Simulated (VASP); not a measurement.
Input of a VASP 6.6.1 run:

INCAR

```
SYSTEM = Cd
PREC = Accurate
ENCUT = 600
EDIFF = 1E-7
ISMEAR = 1
SIGMA = 0.001
LREAL = .FALSE.
LASPH = .TRUE.
NELM = 80
ALGO = Normal
ISIF = 3
LWAVE = .FALSE.
LCHARG = .FALSE.
GGA = RP
IBRION = 2
NSW = 100
EDIFFG = -0.002
```

File KPOINTS:

```
regular mesh
0
G
  14 14 8
  0 0 0
```

The input POSCAR:

```
Cd
1.0
    2.9788700000      0.0000000000      0.0000000000
   -1.4894350000      2.5797770946      0.0000000000
    0.0000000000      0.0000000000      5.6176500000
Cd
2
Direct
    0.3333333333      0.6666666667      0.2500000000
    0.6666666667      0.3333333333      0.7500000000
```

Potentials or basis: VASP PAW PBE potentials, release 64 (Cd).

Run with:

```sh
$ cat potpaw_PBE.64/Cd/POTCAR > POTCAR
$ mpirun -np 1 vasp_std > vasp.out
```

(1) Predict the space group after relaxing (to 0.1 Å).

(2) What does it give for the relaxed cell?

(3) What does it give for the relaxed volume?

Results:

(1) P6_3/mmc (No. 194).

(2) a = 3.123 Å, b = 3.123 Å, c = 5.757 Å, α = 90.00°, β = 90.00°, γ = 120.00°.

(3) 24.31 Å³/atom.

Caveat: the PAW data sets were made with another functional, which shifts forces and pressure a little.
